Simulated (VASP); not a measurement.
# B109N107 (a cell with a defect) in VASP: single point with PBE

Aim: the single point of B109N107 (a cell with a defect) with PBE.

All numbers are computed with VASP 6.6.1; they aren't measurements. Logs are shortened: lines on timing, memory, paths and dates and some standing lists are left out, and cuts for length are marked.

**1. The cell of the first run**

The cell holds a defect, 216 atoms: a = 12.930 Å, b = 12.930 Å, c = 12.991 Å, α = 90.00°, β = 90.00°, γ = 120.00°.

**2. Single point, PBE**

Contents of INCAR:

```
PREC     = Accurate       # precision mode
ENCUT    = 520            # plane-wave cutoff, eV
EDIFF    = 1E-6           # SCF threshold, eV
ISMEAR   = -1             # smearing method
SIGMA    = 0.01           # smearing width, eV
LREAL    = Auto         
LASPH    = True           # aspherical terms in the spheres
NELM     = 120            # most SCF steps
ALGO     = Normal         # electronic algorithm
ISIF     = 2              # what is computed and relaxed
LWAVE    = False          # write WAVECAR
LCHARG   = False          # write CHGCAR
GGA      = PE             # functional
NELECT   = 864.0        
NBANDS   = 545            # bands
GGA_COMPAT= False        
NCORE    = 4
```

Contents of KPOINTS:

```
regular mesh
0
Gamma
  1 1 1
```

Contents of POSCAR:

```
B109N107
1.0
   11.1975469267      6.4649067324      0.0000000000
  -11.1975469267      6.4649067324      0.0000000000
    0.0000000000      0.0000000000     12.9909657524
B N
109 107
Direct
   -0.0000554482      0.2221946069      0.1246201413
    0.1111505003      0.1111772163      0.1252526769
    0.2221667110     -0.0000306846      0.1246169674
    0.0003268859      0.1114634060      0.3723022153
    0.1113617228      0.0004202368      0.3723160056
    0.2233216546      0.2234197041      0.3754142841
[... 208 lines left out ...]
    0.7780510361      0.6670607272      0.6299848837
    0.8892187154      0.8892320071      0.6259729223
```

Potentials or basis: VASP PAW PBE potentials, release 64 (B, N).

Run with:

```bash
> cat potpaw_PBE.64/B/POTCAR potpaw_PBE.64/N/POTCAR > POTCAR
> mpirun -np 4 vasp_gam > vasp.out
```

OUTCAR:

```text
PREC = Accurate
   ENCUT = 520
   EDIFF = 1E-6
   ISMEAR = -1
   LREAL = Auto
   LASPH = True
   NELM = 120
   ISIF = 2
   GGA = PE
   NELECT = 864.0

 ion  position               nearest neighbor table
   1  1.000  0.222  0.125- 126 1.44 113 1.44 186 1.44
   2  0.111  0.111  0.125- 115 1.43 114 1.44 113 1.44
   3  0.222  1.000  0.125- 149 1.44 114 1.44 139 1.44
   4  0.000  0.111  0.372- 111 1.43 110 1.44 183 1.44
   5  0.111  0.000  0.372- 111 1.43 112 1.44 134 1.44
   6  0.223  0.223  0.375- 146 1.44 124 1.44 111 1.45
[... 46 lines left out ...]
  53  0.445  0.332  0.397- 159 1.47 146 1.47  55 1.59
  54  0.558  0.558  0.398- 193 1.47 171 1.47  55 1.59
  55  0.445  0.445  0.446-  54 1.59  52 1.59  53 1.59  57 1.84
  56  0.333  0.553  0.628- 166 1.41 179 1.45 133 1.45
  57  0.444  0.444  0.587- 168 1.53 167 1.53 166 1.53  55 1.84
  58  0.553  0.333  0.628- 167 1.41 202 1.45 157 1.45
  59  0.334  0.445  0.873- 164 1.43 163 1.44 130 1.44
  60  0.444  0.334  0.873- 164 1.43 165 1.44 152 1.44
  61  0.555  0.555  0.873- 164 1.43 199 1.44 177 1.44
  62  0.333  0.889  0.124- 172 1.44 150 1.44 139 1.44
  63  0.444  0.777  0.125- 173 1.43 174 1.44 172 1.44
[... 151 lines left out ...]
 215  0.778  0.667  0.630- 106 1.43 105 1.43  92 1.45
 216  0.889  0.889  0.626-  82 1.44  31 1.44 105 1.44

  LATTYP: Found a hexagonal cell.
 ALAT       =    12.9298134648
 C/A-ratio  =     1.0047295568

  Lattice vectors:

 A1 = (  11.1975469267,   6.4649067324,   0.0000000000)
 A2 = ( -11.1975469267,   6.4649067324,   0.0000000000)
 A3 = (   0.0000000000,   0.0000000000,  12.9909657524)

Analysis of symmetry for initial positions (statically):
=====================================================================
 Subroutine PRICEL returns:
 Original cell was already a primitive cell.

 Routine SETGRP: Setting up the symmetry group for a
 hexagonal supercell.

 Subroutine GETGRP returns: Found  1 space group operations
 (whereof  1 operations were pure point group operations)
 out of a pool of 24 trial point group operations.

The static configuration has the point symmetry C_1 .

Analysis of symmetry for dynamics (positions and initial velocities):
=====================================================================
 Subroutine PRICEL returns:
 Original cell was already a primitive cell.

[... 181 lines left out ...]
   EDIFF  = 0.1E-05   stopping-criterion for ELM
   LREAL  =      T    real-space projection
   EDIFFG = 0.1E-04   stopping-criterion for IOM
   NSW    =      0    number of steps for IOM
   IBRION =     -1    ionic relax: 0-MD 1-quasi-New 2-CG
   NFREE  =      0    steps in history (QN), initial steepest desc. (CG)
   ISIF   =      2    stress and relaxation
   ISYM   =      2    0-nonsym 1-usesym 2-fastsym
   POTIM  = 0.5000    time-step for ionic-motion
   TEBEG  =    0.0;   TEEND  =   0.0 temperature during run
   PSTRESS=    0.0 pullay stress
   NELECT =     864.0000    total number of electrons
   NUPDOWN=      -1.0000    fix difference up-down
   EMIN   =  10.00;   EMAX   =-10.00  energy-range for DOS
   EFERMI =   0.00;   METHOD = LEGACY
   ISMEAR =    -1;   SIGMA  =   0.01  broadening in eV -4-tet -1-fermi 0-gaus
   EFERMI_NEDOS =   21; number of points for ismear=-14 and -15
   IALGO  =     38    algorithm
   IMIX   =      4    mixing-type and parameters
     AMIX     =   0.40;   BMIX     =  1.00
     AMIX_MAG =   1.60;   BMIX_MAG =  1.00
  volume/ion in A,a.u.               =       8.71        58.76
  Fermi-wavevector in a.u.,A,eV,Ry     =   1.263166  2.387038 21.709310  1.595589
  Thomas-Fermi vector in A             =   2.396537
   LORBIT       =      0    0 simple, 1 ext, 2 COOP (PROOUT), +10 PAW based schemes
   GGA     = PE    functional components
   LHFCALC =     F    Hartree Fock is set to
   AEXX    =    0.0000 exact exchange contribution
   IVDW    =     0    specifies the selected vdW correction
   LEPSILON=     F    determine dielectric tensor
   LRPA    =     F    only Hartree local field effects (RPA)
 non-spin polarized calculation
  energy-cutoff  :      520.00
  volume of cell :     1880.86
 maximum number of plane-waves:     25255
   NGX = 49   NGY = 49   NGZ = 49

 number of electron     864.0000055 magnetization

 Free energy of the ion-electron system (eV)
  ---------------------------------------------------
  ext. energy  EPLUGINS =         0.00000000
  ---------------------------------------------------
  free energy    TOTEN  =     -1876.70282562 eV

  energy without entropy =    -1876.70282562  energy(sigma->0) =    -1876.70282562

 E-fermi :   5.0998     XC(G=0): -10.2754

 val. band max:        4.7731161306   @ k =   0.0000   0.0000   0.0000
 cond. band min:       6.7387476378   @ k =   0.0000   0.0000   0.0000
 fundamental gap:      1.9656315072
 Fermi energy:         5.0998339706

 k-point     1 :       0.0000    0.0000    0.0000
  band No.  band energies     occupation
      1     -15.6344      2.00000
      2     -15.4622      2.00000
      3     -15.1038      2.00000
      4     -14.9553      2.00000
      5     -14.9434      2.00000
      6     -14.9369      2.00000
[... 436 lines left out ...]
    443       7.1828      0.00000
    444       7.1831      0.00000
 [bands above 444 left out]

------------------------ aborting loop because EDIFF is reached ----------------------------------------

  FORCE on cell =-STRESS in cart. coord.  units (eV):
  Direction    XX          YY          ZZ          XY          YZ          ZX
  --------------------------------------------------------------------------------------
  -------------------------------------------------------------------------------------
  Total      153.3154380    153.4137568     58.0005721      0.0083526     -0.0153659      0.0031213
  in kB      130.5990092    130.6827603     49.4067483      0.0071150     -0.0130892      0.0026588
  external PRESSURE =     103.5628392 kB  Pullay stress =       0.0000000 kB

 VOLUME and BASIS-vectors are now :
 -----------------------------------------------------------------------------
  energy-cutoff  :      520.00
  volume of cell :     1880.86
      direct lattice vectors                 reciprocal lattice vectors
    11.197546927  6.464906732  0.000000000     0.044652637  0.077340636  0.000000000
   -11.197546927  6.464906732  0.000000000    -0.044652637  0.077340636  0.000000000
     0.000000000  0.000000000 12.990965752     0.000000000  0.000000000  0.076976571

 POSITION                                       TOTAL-FORCE (eV/Angst)
 -----------------------------------------------------------------------------------
      8.70889      7.90102      1.61894         0.002345      0.000648     -0.002858
     -0.00030      1.43733      1.62715        -0.000260      0.003943     -0.002094
     -8.70948      7.90100      1.61889        -0.002532      0.000454     -0.002140
     -1.24446      0.72271      4.83657        -0.000328      0.003333      0.001122
      1.24227      0.72266      4.83674        -0.002988      0.003243      0.001269
     -0.00110      2.88814      4.87699        -0.001192      0.003716     -0.006151
[... 208 lines left out ...]
      1.24282      9.34251      8.18411         0.001494     -0.004574      0.003256
     -0.00015     11.49752      8.13199         0.000955     -0.003963      0.000428
 -----------------------------------------------------------------------------------
    total drift:                               -0.003740      0.016628     -0.007613

  FREE ENERGIE OF THE ION-ELECTRON SYSTEM (eV)
  ---------------------------------------------------
  free  energy   TOTEN  =     -1876.7028256175 eV

  energy  without entropy=    -1876.7028256175  energy(sigma->0) =    -1876.70282562
```

It took 9.1 min on 4 MPI ranks of Intel Xeon Platinum 8375C at 2.90GHz (Ice Lake), shared host; peak memory 0.57 GiB.

What came out:

```yaml
Free_energy: -1876.7028 eV
Largest_force: 0.023 eV/Å
```

Caveat: the k points lie up to 0.56 Å⁻¹ apart; the cell carries a net charge on a neutralising background, which shifts energy and pressure; the cell is charged against a uniform background, so pressure and absolute levels hang on convention.
